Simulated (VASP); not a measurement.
Write the native input for VASP 6.6.1 that does the following.

```yaml
Task: single point
Functional: PBEsol
Potentials_or_basis: VASP PAW PBE potentials, release 64 (Mg, I)
Cutoff: 520 eV
k_mesh: 6 × 6 × 4
Occupations: gaussian, width 0.02 eV
Spin: no spin polarisation
Dipole_correction: no
Further_INCAR_settings: ALGO = Normal; EDIFF = 1e-07; NBANDS = 15
```

The structure of MgI2 lies in POSCAR:

```
MgI2
1.0
    3.9644990809     -0.0026999051      0.0404985762
   -1.9845877268      3.4374047772      0.0000030032
    0.0669045000      0.0386330600      6.7579034600
Mg I
1 2
Direct
    0.0000000000     -0.0847047449      0.0000000000
    0.3366228921      0.7106638185      0.7616671007
    0.6633771079      0.3740409264      0.2383328993
```

This cell differs from its parent crystal: strained and its atoms moved.

One way to write it, as run:

INCAR

```
SYSTEM = MgI2
PREC = Accurate ; ENCUT = 520
EDIFF = 1E-7 ; ISMEAR = 0
SIGMA = 0.02 ; LREAL = .FALSE.
LASPH = .TRUE. ; NELM = 80
ALGO = Normal ; ISIF = 2
LWAVE = .FALSE. ; LCHARG = .FALSE.
GGA = PS ; NBANDS = 15
```

KPOINTS

```
regular mesh
0
G
  6 6 4
  0 0 0
```

Potentials or basis: VASP PAW PBE potentials, release 64 (Mg, I).

Run with:

```console
$ cat potpaw_PBE.64/Mg/POTCAR potpaw_PBE.64/I/POTCAR > POTCAR
$ mpirun -np 1 vasp_std > vasp.out
```

It gave:

The pressure is 8.3 GPa and the largest force is 2.691 eV/Å. The band gap on the k mesh is 3.31 eV, indirect (least direct gap 3.91 eV).

Caveat: the cell differs from its parent crystal (strained and its atoms moved); the PAW data sets were made with another functional, which shifts forces and pressure a little; spin-orbit coupling is left out, which moves the levels of the heavy elements; this functional lacks dispersion, which binds the layers, so the pressure and a relaxed spacing across them are unreliable.

Wall time 49 s on 1 thread of Intel(R) Xeon(R) Platinum 8488C (Sapphire Rapids) (shared host), peak memory 0.23 GiB.
